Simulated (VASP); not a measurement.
# Ru (P6_3/mmc) in VASP: further runs

Ru is run at these levels: r2SCAN; tasks: single point.

Everything below comes from runs of VASP 6.6.1. Logs are shortened: lines on timing, memory, paths and dates and some standing lists are left out, and cuts for length are marked.

## (1) The cell of the first run

It takes space group P6_3/mmc (No. 194, hexagonal). The conventional cell has a = 2.504 Å, b = 2.504 Å, c = 3.976 Å, α = 90.00°, β = 90.00°, γ = 120.00°. Within 3.2 Å of Ru (site symmetry -6m2) lie 12 Ru at 2.46 to 2.50 Å.

## (2) Single point, r2SCAN (10.80 Å³/atom)

Contents of POSCAR:

```
Ru
1.0
    2.5042048871      0.0000000000      0.0000000000
   -1.2521024435      2.1687050485      0.0000000000
    0.0000000000      0.0000000000      3.9755379806
Ru
2
Direct
    0.3333333333      0.6666666667      0.2500000000
    0.6666666667      0.3333333333      0.7500000000
```

Contents of INCAR.step1:

```
PREC = Accurate
ENCUT = 550
ISMEAR = -1
SIGMA = 0.08
LREAL = F
LASPH = T
NELM = 120
NBANDS = 21
GGA = PE
ALGO = Normal
EDIFF = 1E-5
LWAVE = T
LCHARG = F
GGA_COMPAT = F
```

Contents of INCAR.step2:

```
PREC = Accurate
ENCUT = 550
EDIFF = 1E-6
ISMEAR = -1
SIGMA = 0.08
LREAL = F
LASPH = T
NELM = 120
ALGO = Normal
ISIF = 2
LWAVE = F
LCHARG = T
METAGGA = R2SCAN
LMIXTAU = T
LELF = T
LVHAR = T
NBANDS = 21
ISTART = 1
GGA_COMPAT = F
```

Contents of KPOINTS:

```
regular mesh
0
Gamma
  16 16 9
```

Potentials or basis: VASP PAW PBE potentials, release 64 (Ru_pv).

Command:

```console
cat potpaw_PBE.64/Ru_pv/POTCAR > POTCAR
cp INCAR.step1 INCAR
mpirun -np 1 vasp_std > vasp.out
cp INCAR.step2 INCAR
mpirun -np 1 vasp_std > vasp.out
```

OUTCAR:

```text
PREC = Accurate
   ENCUT = 550
   EDIFF = 1E-6
   ISMEAR = -1
   LREAL = F
   LASPH = T
   NELM = 120
   ISIF = 2
   METAGGA = R2SCAN
   ISTART = 1

 ion  position               nearest neighbor table
   1  0.333  0.667  0.250-   2 2.46   2 2.46   2 2.46   2 2.46   2 2.46   2 2.46
   2  0.667  0.333  0.750-   1 2.46   1 2.46   1 2.46   1 2.46   1 2.46   1 2.46

  LATTYP: Found a hexagonal cell.
 ALAT       =     2.5042048871
 C/A-ratio  =     1.5875450132

  Lattice vectors:

 A1 = (   2.5042048871,   0.0000000000,   0.0000000000)
 A2 = (  -1.2521024435,   2.1687050485,   0.0000000000)
 A3 = (   0.0000000000,   0.0000000000,   3.9755379806)

Analysis of symmetry for initial positions (statically):
=====================================================================
 Subroutine PRICEL returns:
 Original cell was already a primitive cell.

 Routine SETGRP: Setting up the symmetry group for a
 hexagonal supercell.

 Subroutine GETGRP returns: Found 24 space group operations
 (whereof 12 operations were pure point group operations)
 out of a pool of 24 trial point group operations.

The static configuration has the point symmetry D_3d.
 The point group associated with its full space group is D_6h.

Analysis of symmetry for dynamics (positions and initial velocities):
=====================================================================
 Subroutine PRICEL returns:
 Original cell was already a primitive cell.

 Routine SETGRP: Setting up the symmetry group for a
 hexagonal supercell.

 Subroutine GETGRP returns: Found 24 space group operations
 (whereof 12 operations were pure point group operations)
 out of a pool of 24 trial point group operations.

The dynamic configuration has the point symmetry D_3d.
 The point group associated with its full space group is D_6h.

 Subroutine INISYM returns: Found 24 space group operations
 (whereof 12 operations are pure point group operations),
 and found     1 'primitive' translations

----------------------------------------------------------------------------------------

                                     Primitive cell

  volume of cell :      21.5907

  direct lattice vectors                    reciprocal lattice vectors
     2.504204887  0.000000000  0.000000000     0.399328348  0.230552329  0.000000000
    -1.252102444  2.168705049  0.000000000     0.000000000  0.461104658  0.000000000
     0.000000000  0.000000000  3.975537981     0.000000000  0.000000000  0.251538284

  length of vectors
     2.504204887  2.504204887  3.975537981     0.461104658  0.461104658  0.251538284

  position of ions in fractional coordinates (direct lattice)
     0.333333333  0.666666667  0.250000000
     0.666666667  0.333333333  0.750000000

  ion indices of the primitive-cell ions
   primitive index   ion index
                 1           1
                 2           2

----------------------------------------------------------------------------------------

 KPOINTS: regular mesh

Automatic generation of k-mesh.
 Grid dimensions read from file:
 generate k-points for:   16   16    9

 Generating k-lattice:

  Cartesian coordinates                     Fractional coordinates (reciprocal lattice)
     0.024958022  0.014409521  0.000000000     0.062500000  0.000000000  0.000000000
     0.000000000  0.028819041  0.000000000     0.000000000  0.062500000  0.000000000
     0.000000000  0.000000000  0.027948698     0.000000000  0.000000000  0.111111111

  Length of vectors
     0.028819041  0.028819041  0.027948698

  Shift w.r.t. Gamma in fractional coordinates (k-lattice)
     0.000000000  0.000000000  0.000000000

 Subroutine IBZKPT returns following result:
 ===========================================

 Found    150 irreducible k-points:

 Following reciprocal coordinates:
            Coordinates               Weight
  0.000000  0.000000  0.000000      1.000000
  0.062500  0.000000  0.000000      6.000000
  0.125000  0.000000  0.000000      6.000000
  0.187500  0.000000  0.000000      6.000000
  0.250000  0.000000  0.000000      6.000000
  0.312500  0.000000  0.000000      6.000000
[... 16 lines left out ...]
  0.187500  0.187500  0.000000      6.000000
  0.250000  0.187500  0.000000     12.000000
 [... further k-points ...]
   k-points           NKPTS =    150   k-points in BZ     NKDIM =    150   number of bands    NBANDS=     21
   number of dos      NEDOS =    301   number of ions     NIONS =      2
   total plane-waves  NPLWV =  12000
   dimension x,y,z NGX =    20 NGY =   20 NGZ =   30
   dimension x,y,z NGXF=    40 NGYF=   40 NGZF=   60
   ions per type =               2
   NGX,Y,Z   is equivalent  to a cutoff of  13.28, 13.28, 12.55 a.u.
   NGXF,Y,Z  is equivalent  to a cutoff of  26.55, 26.55, 25.09 a.u.
 SYSTEM =  unknown system
   PREC   = accura    normal or accurate (medium, high low for compatibility)
   ISTART =      1    job   : 0-new  1-cont  2-samecut
   ICHARG =      0    charge: 1-file 2-atom 10-const
   ISPIN  =      1    spin polarized calculation?
   LNONCOLLINEAR =      F non collinear calculations
   LSORBIT =      F    spin-orbit coupling
   LASPH  =      T    aspherical Exc in radial PAW
   ENCUT  =  550.0 eV  40.42 Ry    6.36 a.u.   4.79  4.79  7.60*2*pi/ulx,y,z
   NELM   =    120;   NELMIN=  2; NELMDL=  0     # of ELM steps
   EDIFF  = 0.1E-05   stopping-criterion for ELM
   LREAL  =      F    real-space projection
   EDIFFG = 0.1E-04   stopping-criterion for IOM
   NSW    =      0    number of steps for IOM
   IBRION =     -1    ionic relax: 0-MD 1-quasi-New 2-CG
   NFREE  =      0    steps in history (QN), initial steepest desc. (CG)
   ISIF   =      2    stress and relaxation
   ISYM   =      2    0-nonsym 1-usesym 2-fastsym
   POTIM  = 0.5000    time-step for ionic-motion
   TEBEG  =    0.0;   TEEND  =   0.0 temperature during run
   PSTRESS=    0.0 pullay stress
   NELECT =      28.0000    total number of electrons
   NUPDOWN=      -1.0000    fix difference up-down
   EMIN   =  10.00;   EMAX   =-10.00  energy-range for DOS
   EFERMI =   0.00;   METHOD = LEGACY
   ISMEAR =    -1;   SIGMA  =   0.08  broadening in eV -4-tet -1-fermi 0-gaus
   EFERMI_NEDOS =   21; number of points for ismear=-14 and -15
   IALGO  =     38    algorithm
   IMIX   =      4    mixing-type and parameters
     AMIX     =   0.40;   BMIX     =  1.00
[... 3 lines left out ...]
  Thomas-Fermi vector in A             =   2.849093
   LORBIT       =      0    0 simple, 1 ext, 2 COOP (PROOUT), +10 PAW based schemes
   METAGGA = R2SCAN    functional components
   LHFCALC =     F    Hartree Fock is set to
   AEXX    =    0.0000 exact exchange contribution
   IVDW    =     0    specifies the selected vdW correction
   LEPSILON=     F    determine dielectric tensor
   LRPA    =     F    only Hartree local field effects (RPA)
 non-spin polarized calculation
  energy-cutoff  :      550.00
  volume of cell :       21.59
 maximum number of plane-waves:       656
 NGX is ok and might be reduce to    20
   NGX =  9   NGY =  9   NGZ = 15

 number of electron      27.9999992 magnetization

 Free energy of the ion-electron system (eV)
  ---------------------------------------------------
  ext. energy  EPLUGINS =         0.00000000
  ---------------------------------------------------
  free energy    TOTEN  =       -49.04506136 eV

  energy without entropy =      -49.02252977  energy(sigma->0) =      -49.03379556

 E-fermi :  17.4651     XC(G=0): -17.0950

 val. band max:       17.4509093098   @ k =   0.3750   0.0625   0.4444
 cond. band min:      17.4668777822   @ k =   0.2500   0.2500   0.0000
 fundamental gap:      0.0159684724
 Fermi energy:        17.4651311023

 k-point     1 :       0.0000    0.0000    0.0000
  band No.  band energies     occupation
      1     -28.9270      2.00000
      2     -26.8589      2.00000
      3     -26.8589      2.00000
      4     -26.5049      2.00000
      5     -26.5049      2.00000
      6     -26.4141      2.00000
[... 13 lines left out ...]
     20      25.9074      0.00000
     21      31.4255      0.00000

 k-point     2 :       0.0625    0.0000    0.0000
  band No.  band energies     occupation
      1     -28.8979      2.00000
      2     -26.9265      2.00000
      3     -26.8812      2.00000
      4     -26.5747      2.00000
      5     -26.5131      2.00000
      6     -26.4272      2.00000
[... 13 lines left out ...]
     20      25.9074      0.00000
     21      31.4241      0.00000

 k-point     3 :       0.1250    0.0000    0.0000
  band No.  band energies     occupation
      1     -28.8128      2.00000
      2     -27.1180      2.00000
      3     -26.9428      2.00000
      4     -26.7696      2.00000
      5     -26.5378      2.00000
      6     -26.4666      2.00000
[... 13 lines left out ...]
     20      25.9073      0.00000
     21      31.3516      0.00000

 k-point     4 :       0.1875    0.0000    0.0000
  band No.  band energies     occupation
      1     -28.6776      2.00000
      2     -27.4025      2.00000
      3     -27.0512      2.00000
      4     -27.0312      2.00000
      5     -26.5773      2.00000
      6     -26.5329      2.00000
[... 13 lines left out ...]
     20      25.9073      0.00000
     21      31.1247      0.00000

 k-point     5 :       0.2500    0.0000    0.0000
  band No.  band energies     occupation
      1     -28.5028      2.00000
      2     -27.7345      2.00000
      3     -27.3695      2.00000
      4     -27.1311      2.00000
      5     -26.6269      2.00000
      6     -26.6260      2.00000
[... 13 lines left out ...]
     20      27.3419      0.00000
     21      30.7725      0.00000

 k-point     6 :       0.3125    0.0000    0.0000
  band No.  band energies     occupation
      1     -28.3033      2.00000
      2     -28.0621      2.00000
      3     -27.6750      2.00000
      4     -27.2273      2.00000
      5     -26.7433      2.00000
      6     -26.6786      2.00000
[... 13 lines left out ...]
     20      29.2820      0.00000
     21      30.3594      0.00000

 k-point     7 :       0.3750    0.0000    0.0000
  band No.  band energies     occupation
      1     -28.3359      2.00000
      2     -28.1009      2.00000
      3     -27.9252      2.00000
      4     -27.3065      2.00000
      5     -26.8756      2.00000
      6     -26.7236      2.00000
[... 13 lines left out ...]
     20      29.4873      0.00000
     21      30.9531      0.00000
[... 291 lines left out ...]
      1     -28.2831      2.00000
      2     -28.0373      2.00000
      3     -27.9429      2.00000
      4     -27.3947      2.00000
      5     -26.9186      2.00000
      6     -26.8809      2.00000
[... 13 lines left out ...]
     20      29.8424      0.00000
     21      31.4411      0.00000

 k-point    21 :       0.3750    0.1250    0.0000
  band No.  band energies     occupation
      1     -28.4490      2.00000
      2     -28.0433      2.00000
      3     -27.8670      2.00000
      4     -27.4866      2.00000
      5     -27.0452      2.00000
      6     -26.9218      2.00000
[... 13 lines left out ...]
     20      27.8175      0.00000
     21      31.6520      0.00000

 k-point    22 :       0.4375    0.1250    0.0000
  band No.  band energies     occupation
      1     -28.5067      2.00000
      2     -28.0782      2.00000
      3     -27.7921      2.00000
      4     -27.5188      2.00000
      5     -27.1048      2.00000
      6     -26.9361      2.00000
[... 13 lines left out ...]
     20      26.5474      0.00000
     21      31.3542      0.00000

 k-point    23 :       0.1875    0.1875    0.0000
  band No.  band energies     occupation
      1     -28.2545      2.00000
      2     -27.8849      2.00000
      3     -27.8666      2.00000
      4     -27.2204      2.00000
      5     -26.8725      2.00000
      6     -26.7727      2.00000
[... 13 lines left out ...]
     20      30.0162      0.00000
     21      30.7162      0.00000

 k-point    24 :       0.2500    0.1875    0.0000
  band No.  band energies     occupation
      1     -28.1306      2.00000
      2     -28.0609      2.00000
      3     -27.9625      2.00000
      4     -27.3780      2.00000
      5     -26.9877      2.00000
      6     -26.9011      2.00000
[... 13 lines left out ...]
     20      30.7047      0.00000
     21      31.6765      0.00000

 [... further k-points ...]
[... 5 lines left out ...]
  --------------------------------------------------------------------------------------
  -------------------------------------------------------------------------------------
  Total       17.6592255     17.6592255     17.7003233      0.0000000     -0.0000000      0.0000000
  in kB     1310.4364900   1310.4364899   1313.4862365      0.0000000     -0.0000000      0.0000000
  external PRESSURE =    1311.4530721 kB  Pullay stress =       0.0000000 kB

 VOLUME and BASIS-vectors are now :
 -----------------------------------------------------------------------------
  energy-cutoff  :      550.00
  volume of cell :       21.59
      direct lattice vectors                 reciprocal lattice vectors
     2.504204887  0.000000000  0.000000000     0.399328348  0.230552329  0.000000000
    -1.252102444  2.168705049  0.000000000     0.000000000  0.461104658  0.000000000
     0.000000000  0.000000000  3.975537981     0.000000000  0.000000000  0.251538284

 POSITION                                       TOTAL-FORCE (eV/Angst)
 -----------------------------------------------------------------------------------
     -0.00000      1.44580      0.99388         0.000000      0.000000      0.000000
      1.25210      0.72290      2.98165         0.000000     -0.000000      0.000000
 -----------------------------------------------------------------------------------
    total drift:                               -0.000000      0.000000     -0.000000

  FREE ENERGIE OF THE ION-ELECTRON SYSTEM (eV)
  ---------------------------------------------------
  free  energy   TOTEN  =       -49.0450613621 eV

  energy  without entropy=      -49.0225297658  energy(sigma->0) =      -49.03379556
```

Wall time 93 s (1 thread of Intel Xeon 6975P-C (Granite Rapids), shared host); peak memory 0.18 GiB.

What came out:

- Free energy: -49.0451 eV
- Pressure: 131.1 GPa
- Band gap on the k mesh: zero (bands 14 and 15 overlap by 4.77 eV)

Stress tensor (GPa, compression positive):
```
131.04   0.00   0.00
  0.00 131.04   0.00
  0.00   0.00 131.35
```

Caveat: the cell stands under pressure; an empty level that is flat over the whole mesh can mark a ghost state of the potentials, or a narrow d or f band; the PAW data sets were made with another functional, which shifts forces and pressure a little.

## (3) Single point, r2SCAN

This run uses another cell than the first one, of 11.87 Å³/atom.

Contents of POSCAR:

```
Ru
1.0
    2.5877552946      0.0000000000      0.0000000000
   -1.2938776473      2.2410618239      0.0000000000
    0.0000000000      0.0000000000      4.0952639452
Ru
2
Direct
    0.3333333333      0.6666666667      0.2500000000
    0.6666666667      0.3333333333      0.7500000000
```

Contents of INCAR.step1:

```
SYSTEM = Ru
PREC     = Accurate       ! precision mode
ENCUT    = 550            ! plane-wave cutoff, eV
ISMEAR   = -1             ! smearing method
SIGMA    = 0.08           ! smearing width, eV
LREAL    = .FALSE.        ! projectors in reciprocal space
LASPH    = .TRUE.         ! aspherical terms in the spheres
NELM     = 120            ! most SCF steps
NBANDS   = 21             ! bands
GGA      = PE             ! functional
ALGO     = Normal         ! electronic algorithm
EDIFF    = 1E-5           ! SCF threshold, eV
LWAVE    = .TRUE.         ! write WAVECAR
LCHARG   = .FALSE.        ! write CHGCAR
GGA_COMPAT= .FALSE.
```

Contents of INCAR.step2:

```
SYSTEM = Ru
PREC     = Accurate       ! precision mode
ENCUT    = 550            ! plane-wave cutoff, eV
EDIFF    = 1E-6           ! SCF threshold, eV
ISMEAR   = -1             ! smearing method
SIGMA    = 0.08           ! smearing width, eV
LREAL    = .FALSE.        ! projectors in reciprocal space
LASPH    = .TRUE.         ! aspherical terms in the spheres
NELM     = 120            ! most SCF steps
ALGO     = Normal         ! electronic algorithm
ISIF     = 2              ! what is computed and relaxed
LWAVE    = .FALSE.        ! write WAVECAR
LCHARG   = .FALSE.        ! write CHGCAR
METAGGA  = R2SCAN         ! meta-GGA
LMIXTAU  = .TRUE.       
NBANDS   = 21             ! bands
ISTART   = 1            
GGA_COMPAT= .FALSE.
```

Contents of KPOINTS:

```
Automatic mesh
0
G
  16 16 9
  0 0 0
```

Potentials or basis: VASP PAW PBE potentials, release 64 (Ru_pv).

Command:

```console
cat potpaw_PBE.64/Ru_pv/POTCAR > POTCAR
cp INCAR.step1 INCAR
mpirun -np 1 vasp_std > vasp.out
cp INCAR.step2 INCAR
mpirun -np 1 vasp_std > vasp.out
```

It took 95 s on 1 thread of Intel Xeon 6975P-C (Granite Rapids), shared host; peak memory 0.18 GiB.

Results (log left out):

| Quantity | Value |
| --- | --- |
| Free energy | -50.3060 eV |
| Pressure | 61.2 GPa |
| Band gap on the k mesh | zero (bands 14 and 15 overlap by 4.09 eV) |

Stress tensor (GPa, compression positive):
```
61.09  0.00  0.00
 0.00 61.09  0.00
 0.00  0.00 61.31
```

Levels at points of the mesh, in eV from the Fermi level:
| k point | band 12 | band 13 | band 14 | band 15 | band 16 | band 17 |
| --- | --- | --- | --- | --- | --- | --- |
| (0.00, 0.00, 0.00) | -2.48 | -2.48 | -1.82 | -1.82 | 1.45 | 1.45 |
| (0.50, 0.00, 0.00) | -2.10 | -1.90 | 1.82 | 2.36 | 2.45 | 5.06 |

Caveat: the cell stands under pressure; an empty level that is flat over the whole mesh can mark a ghost state of the potentials, or a narrow d or f band; the PAW data sets were made with another functional, which shifts forces and pressure a little.

## (4) Single point, r2SCAN (11.87 Å³/atom)

This run uses another cell than the first one, of 11.87 Å³/atom.

Contents of POSCAR:

```
Ru
1.0
    2.5877552946      0.0000000000      0.0000000000
   -1.2938776474      2.2410618239      0.0000000000
    0.0000000000      0.0000000000      4.0952639452
Ru
2
Direct
    0.3333333333      0.6666666667      0.2500000000
    0.6666666667      0.3333333333      0.7500000000
```

Contents of INCAR.step1:

```
ALGO     = Normal         # electronic algorithm
EDIFF    = 1E-5           # SCF threshold, eV
ENCUT    = 550            # plane-wave cutoff, eV
GGA      = PE             # functional
GGA_COMPAT= False        
ISMEAR   = -1             # smearing method
LASPH    = True           # aspherical terms in the spheres
LCHARG   = False          # write CHGCAR
LREAL    = False          # projectors in reciprocal space
LWAVE    = True           # write WAVECAR
NBANDS   = 21             # bands
NELM     = 120            # most SCF steps
PREC     = Accurate       # precision mode
SIGMA    = 0.08           # smearing width, eV
```

Contents of INCAR.step2:

```
ALGO     = Normal         # electronic algorithm
EDIFF    = 1E-6           # SCF threshold, eV
ENCUT    = 550            # plane-wave cutoff, eV
GGA_COMPAT= False        
ISIF     = 2              # what is computed and relaxed
ISMEAR   = -1             # smearing method
ISTART   = 1            
LASPH    = True           # aspherical terms in the spheres
LCHARG   = False          # write CHGCAR
LMIXTAU  = True         
LREAL    = False          # projectors in reciprocal space
LWAVE    = False          # write WAVECAR
METAGGA  = R2SCAN         # meta-GGA
NBANDS   = 21             # bands
NELM     = 120            # most SCF steps
PREC     = Accurate       # precision mode
SIGMA    = 0.08           # smearing width, eV
```

Contents of KPOINTS:

```
k-points
0
Gamma
  16 16 9
```

Command:

```console
cat potpaw_PBE.64/Ru_pv/POTCAR > POTCAR
cp INCAR.step1 INCAR
mpirun -np 1 vasp_std > vasp.out
cp INCAR.step2 INCAR
mpirun -np 1 vasp_std > vasp.out
```

It took 98 s on 1 thread of Intel Xeon 6975P-C (Granite Rapids), shared host; peak memory 0.19 GiB.

It converged, with:

* Free energy: -50.3060 eV
* Pressure: 61.2 GPa
* Band gap on the k mesh: zero (bands 14 and 15 overlap by 4.09 eV)

Stress tensor (GPa, compression positive):
```
61.09  0.00  0.00
 0.00 61.09  0.00
 0.00  0.00 61.31
```

Levels at points of the mesh, in eV from the Fermi level:
| k point | band 12 | band 13 | band 14 | band 15 | band 16 | band 17 |
| --- | --- | --- | --- | --- | --- | --- |
| (0.00, 0.00, 0.00) | -2.48 | -2.48 | -1.82 | -1.82 | 1.45 | 1.45 |
| (0.50, 0.00, 0.00) | -2.10 | -1.90 | 1.82 | 2.36 | 2.45 | 5.06 |

Caveat: the cell stands under pressure; an empty level that is flat over the whole mesh can mark a ghost state of the potentials, or a narrow d or f band; the PAW data sets were made with another functional, which shifts forces and pressure a little.
